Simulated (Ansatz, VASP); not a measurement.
One calculation of ZnS, two programs

The input INCAR:

```
  ALGO = Normal
  EDIFF = 1E-6
  ENCUT = 520
  GGA = PE
  ISIF = 2
  ISMEAR = -1
  LASPH = T
  LCHARG = T
  LELF = T
  LREAL = F
  LVHAR = T
  LWAVE = F
  NBANDS = 26
  NELM = 60
  PREC = Accurate
  SIGMA = 0.02
```

The input KPOINTS:

```
k-points
0
Gamma
  12 12 4
```

The input POSCAR:

```
ZnS
1.0
    3.7293418395      0.0000000000      0.0000000000
   -1.8646709197      3.2297047724      0.0000000000
    0.0000000000      0.0000000000      6.1191132489
Zn S
2 2
Direct
    0.3333333333      0.6666666667      0.0005512859
    0.6666666667      0.3333333333      0.5005512859
    0.3333333333      0.6666666667      0.3744487141
    0.6666666667      0.3333333333      0.8744487141
```

Input for Ansatz:

```yaml
crystal:
  lattice:
    - [3.7293418395, 0.0, 0.0]
    - [-1.8646709197, 3.2297047724, 0.0]
    - [0.0, 0.0, 6.1191132489]
  atoms:
    - { symbol: Zn, position: [0.3333333333, 0.6666666667, 0.0005512859] }
    - { symbol: Zn, position: [0.6666666667, 0.3333333333, 0.5005512859] }
    - { symbol: S, position: [0.3333333333, 0.6666666667, 0.3744487141] }
    - { symbol: S, position: [0.6666666667, 0.3333333333, 0.8744487141] }
kpoints:
  mp_grid: { grid: [12, 12, 4] }
  band_path:
    path:
      - [0.0, 0.0, 0.0]
      - [0.5, 0.0, 0.0]
      - [0.3333333333, 0.3333333333, 0.0]
      - [0.0, 0.0, 0.5]
      - [0.5, 0.0, 0.5]
      - [0.3333333333, 0.3333333333, 0.5]
    npoints: 1
hamiltonian:
  xc: pbe
scf:
  occupations: { method: fermi_dirac, width: 0.02 }
  n_extra_bands: 5
output:
  forces: true
  stress: true
  eigenvalues: true
```

Change from the starting cell: hydrostatic strain -2.0%.

Alike in both runs: task single point; functional PBE; k mesh 12 × 12 × 4; occupations fermi-dirac, width 0.02 eV; no spin polarisation.

```csv
,VASP,Ansatz
version,VASP 6.6.1,Ansatz 0.2.0
potentials or method,"VASP PAW PBE potentials, release 64 (Zn, S)","plane waves, PAW"
plane-wave cutoff (eV),520,420
valence electrons in the cell,36,36
```

```tsv
	VASP	Ansatz	Ansatz less VASP
gap on the k mesh at the Fermi level (eV)	2.50	2.49	-0.009
pressure (GPa)	7.9	7.7	-0.20
traceless stress, the component that is largest in VASP (GPa)	0.19	0.19	-0.002
```
